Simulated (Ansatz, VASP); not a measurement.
## Two plane-wave programs on PbF2

```
Pb F
1.0
     0.00000    2.99897    2.99897
     2.99897    0.00000    2.99897
     2.99897    2.99897    0.00000
Pb F
1 2
Direct
  0.00000 0.00000 0.00000
  0.25000 0.25000 0.25000
  0.75000 0.75000 0.75000
```

Alike in both runs: task single point; functional PBE; k mesh 8 × 8 × 8; occupations gaussian, width 0.05 eV; non-collinear spin, spin-orbit coupling.

|  | VASP | Ansatz |
| --- | --- | --- |
| version | VASP 6.6.1 | Ansatz 0.2.0 |
| potentials or method | VASP PAW PBE potentials, release 64 (Pb_d, F), cutoff 520 eV | plane waves, PAW |
| valence electrons in the cell | 28 | 28 |

```tsv
	VASP	Ansatz	Ansatz less VASP
pressure (GPa)	-0.2	0.0	+0.19
net moment per atom (μB)	0.00	0.00	0.000
```
